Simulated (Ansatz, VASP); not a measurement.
**One calculation of Ir, two programs**

Contents of INCAR:

```
ALGO     = Normal         # electronic algorithm
EDIFF    = 1E-7           # SCF threshold, eV
ENCUT    = 520            # plane-wave cutoff, eV
GGA      = PS             # functional
ISIF     = 2              # what is computed and relaxed
ISMEAR   = -1             # smearing method
LASPH    = T              # aspherical terms in the spheres
LCHARG   = F              # write CHGCAR
LREAL    = F              # projectors in reciprocal space
LWAVE    = F              # write WAVECAR
NBANDS   = 16             # bands
NELM     = 60             # most SCF steps
PREC     = Accurate       # precision mode
SIGMA    = 0.05           # smearing width, eV
```

The input KPOINTS:

```
k-points
0
Gamma
  13 13 7
```

POSCAR

```
Ir
1.0
    2.7448628762      0.0000000000      0.0000000000
   -1.3724314381      2.3771209807      0.0000000000
    0.0000000000      0.0000000000      4.4466778595
Ir
2
Direct
    0.3333333333      0.6666666667      0.2500000000
    0.6666666667      0.3333333333      0.7500000000
```

Input for Ansatz:

```yaml
crystal:
  lattice:
    - [2.7448628762, 0.0, 0.0]
    - [-1.3724314381, 2.3771209807, 0.0]
    - [0.0, 0.0, 4.4466778595]
  atoms:
    - { symbol: Ir, position: [0.3333333333, 0.6666666667, 0.25] }
    - { symbol: Ir, position: [0.6666666667, 0.3333333333, 0.75] }
kpoints:
  mp_grid: { grid: [13, 13, 7] }
scf:
  occupations: { method: fermi_dirac, width: 0.05 }
hamiltonian:
  xc: pbesol
  pseudopotentials: { kind: paw }
output:
  forces: true
  stress: true
  eigenvalues: true
  populations: true
  write_density: true
  write_potential: true
  elf: true
  volumetric_format: npy
```

Change from the starting cell: shortest bond scaled by 1, PAW files.

Alike in both runs: task single point; functional PBEsol; k mesh 13 × 13 × 7; occupations fermi-dirac, width 0.05 eV; no spin polarisation.

```csv
,VASP,Ansatz
version,VASP 6.6.1,Ansatz 0.2.0
potentials or method,"VASP PAW PBE potentials, release 64 (Ir)","PAW with Ansatz's default frozen-core files, scalar-relativistic"
plane-wave cutoff (eV),520,420
valence electrons in the cell,18,34
```

VASP gave:

```
pressure (GPa)                                                : -8.9
traceless stress, the component that is largest in VASP (GPa) : 0.56
```

Problem. What did Ansatz give for the same quantities?

Solution. Pressure (GPa): -9.7; traceless stress, the component that is largest in VASP (GPa): 0.54.

VASP's potentials were made for PBE, not for PBEsol. VASP's potentials hold 18 valence electrons a cell and Ansatz's 34, so a difference there can come from the potentials and not from the codes.

Spin-orbit coupling is off throughout.
